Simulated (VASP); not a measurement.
Write the native input for VASP 6.6.1 that does the following.

| Quantity | Value |
| --- | --- |
| Task | single point |
| Functional | r2SCAN |
| Potentials or basis | VASP PAW PBE potentials, release 64 (Zn, S) |
| Cutoff | 520 eV |
| k mesh | 6 × 6 × 2 |
| Occupations | gaussian, width 0.05 eV |
| Spin | no spin polarisation |
| Dipole correction | no |
| Further INCAR settings | ALGO = Normal; EDIFF = 1e-07; NBANDS = 46 |

Crystal: ZnS.

```xyz
8
Lattice="3.8227 0.0000 0.0000 -1.9114 3.3106 0.0000 0.0000 0.0000 12.5200" Properties=species:S:1:pos:R:3 pbc="T T T"
Zn    0.0000    0.0000    0.0000
Zn    0.0000    0.0000    6.2600
Zn    0.0000    2.2070    3.1300
Zn    1.9114    1.1035    9.3900
S     0.0000    0.0000    2.3475
S     0.0000    0.0000    8.6075
S     0.0000    2.2070    5.4775
S     1.9114    1.1035   11.7375
```

One way to write it, as run:

POSCAR

```
ZnS
1.0
    3.8227020304      0.0000000000      0.0000000000
   -1.9113510152      3.3105570694      0.0000000000
    0.0000000000      0.0000000000     12.5200000000
Zn S
4 4
Direct
    0.0000000000      0.0000000000      0.0000000000
    0.0000000000      0.0000000000      0.5000000000
    0.3333333333      0.6666666667      0.2500000000
    0.6666666667      0.3333333333      0.7500000000
    0.0000000000      0.0000000000      0.1875000000
    0.0000000000      0.0000000000      0.6875000000
    0.3333333333      0.6666666667      0.4375000000
    0.6666666667      0.3333333333      0.9375000000
```

INCAR.step1

```
SYSTEM = ZnS
  PREC = Accurate
  ENCUT = 520
  ISMEAR = 0
  SIGMA = 0.05
  LREAL = .False.
  LASPH = .True.
  NELM = 100
  NBANDS = 46
  GGA = PE
  ALGO = Normal
  EDIFF = 1E-4
  LWAVE = .True.
  LCHARG = .False.
```

INCAR.step2

```
SYSTEM = ZnS
  PREC = Accurate
  ENCUT = 520
  EDIFF = 1E-7
  ISMEAR = 0
  SIGMA = 0.05
  LREAL = .False.
  LASPH = .True.
  NELM = 100
  ALGO = Normal
  ISIF = 2
  LWAVE = .False.
  LCHARG = .False.
  METAGGA = R2SCAN
  LMIXTAU = .True.
  NBANDS = 46
  ISTART = 1
```

KPOINTS

```
regular mesh
0
Gamma
  6 6 2
  0 0 0
```

Potentials or basis: VASP PAW PBE potentials, release 64 (Zn, S).

Run with:

```console
$ cat potpaw_PBE.64/Zn/POTCAR potpaw_PBE.64/S/POTCAR > POTCAR
$ cp INCAR.step1 INCAR
$ mpirun -np 1 vasp_std > vasp.out
$ cp INCAR.step2 INCAR
$ mpirun -np 1 vasp_std > vasp.out
```

Results of the run:

```
Pressure               : -0.9 GPa
Largest force          : 0.033 eV/Å
Band gap on the k mesh : 2.70 eV
```

Caveat: the PAW data sets were made with another functional, which shifts forces and pressure a little.

It took 7.7 min on 1 thread of Intel(R) Xeon(R) Platinum 8375C CPU @ 2.90GHz (Ice Lake), with other jobs on the host, peak memory 0.32 GiB.
